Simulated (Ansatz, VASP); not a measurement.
**ZnAu in VASP and in Ansatz**

INCAR

```
SYSTEM = ZnAu
PREC = Accurate
ENCUT = 500
EDIFF = 1E-6
ISMEAR = 0
SIGMA = 0.15
LREAL = .FALSE.
LASPH = .TRUE.
NELM = 120
ALGO = Normal
ISIF = 2
LWAVE = .FALSE.
LCHARG = .FALSE.
GGA = PE
NBANDS = 18
GGA_COMPAT = .FALSE.
```

KPOINTS

```
Automatic mesh
0
G
  16 16 16
  0 0 0
```

POSCAR

```
ZnAu
1.0
    3.1470000000      0.0000000000      0.0000000000
    0.0000000000      3.1470000000      0.0000000000
    0.0000000000      0.0000000000      3.1470000000
Zn Au
1 1
Direct
    0.6588814744      0.5000000000      0.5000000000
    0.0000000000      0.0000000000      0.0000000000
```

Input for Ansatz:

```yaml
crystal:
  lattice:
    - [3.147, 0.0, 0.0]
    - [0.0, 3.147, 0.0]
    - [0.0, 0.0, 3.147]
  atoms:
    - { symbol: Zn, position: [0.6588814744, 0.5, 0.5] }
    - { symbol: Au, position: [0.0, 0.0, 0.0] }
basis:
  ecutwfc: 420
kpoints:
  mp_grid: { grid: [16, 16, 16] }
hamiltonian:
  xc: pbe
scf:
  occupations: { method: gaussian, width: 0.15 }
output:
  forces: true
  stress: true
  eigenvalues: true
```

Change from the starting cell: all Zn atoms moved -0.500 Å, as atom 1 towards its neighbour atom 1 (Zn) at 3.147 Å.

Alike in both runs: task single point; functional PBE; k mesh 16 × 16 × 16; occupations gaussian, width 0.15 eV; no spin polarisation.

|  | VASP | Ansatz |
| --- | --- | --- |
| version | VASP 6.6.1 | Ansatz 0.2.0 |
| potentials or method | VASP PAW PBE potentials, release 64 (Zn, Au), cutoff 500 eV | scalar-relativistic, plane waves, PAW |
| valence electrons in the cell | 23 | 31 |

|  | VASP | Ansatz | Ansatz less VASP |
| --- | --- | --- | --- |
| gap on the k mesh at the Fermi level (eV) | none | none | - |
| pressure (GPa) | 17.3 | 17.1 | -0.28 |
| traceless stress, the component that is largest in VASP (GPa) | -8.78 | -8.66 | +0.122 |
| rms of the force components (eV/Å) | 1.078 | 1.060 | -0.0180 |

Atom by atom the forces differ by 0.018 eV/Å (rms over components). A gap of «none» marks a metal or a gap that the smearing closes. The functional is the same, so the differences come from potentials, cutoffs and numerics. VASP's potentials hold 23 valence electrons a cell and Ansatz's 31, so a difference there can come from the potentials and not from the codes.

Neither program's run includes spin-orbit coupling.
